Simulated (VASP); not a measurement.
Input of a VASP 6.6.1 run:

File INCAR:

```
SYSTEM = AgI
PREC = Accurate
ENCUT = 500
EDIFF = 1E-8
ISMEAR = 0
SIGMA = 0.01
LREAL = .FALSE.
LASPH = .TRUE.
NELM = 120
ALGO = Normal
ISIF = 2
LWAVE = .FALSE.
LCHARG = .TRUE.
GGA = CA
IBRION = 8
NSW = 1
GGA_COMPAT = .FALSE.
```

KPOINTS

```
regular mesh
0
G
  6 6 6
  0 0 0
```

Contents of POSCAR:

```
AgI
1.0
    3.1292000273      3.1292000273      0.0000000000
   -3.1292000273      3.1292000273      0.0000000000
    0.0000000000      3.1292000273      3.1292000273
Ag I
1 1
Direct
    0.0000000000      0.0000000000      0.0000000000
    0.7500000000      0.2500000000      0.5000000000
```

Potentials or basis: VASP PAW LDA potentials, release 64 (Ag, I).

Command:

```bash
$ cat potpaw_LDA.64/Ag/POTCAR potpaw_LDA.64/I/POTCAR > POTCAR
$ mpirun -np 1 vasp_std > vasp.out
```

Question: Predict the highest phonon frequency at Γ, LO-TO splitting left out.

Answer: 131 cm⁻¹.

Phonon frequencies in cm⁻¹ (negative: imaginary):
| q point | frequencies |
| --- | --- |
| (0.000, 0.000, 0.000) | 0 0 0 131 131 131 |

Caveat: the cell stands under pressure or tension, which shifts response properties.
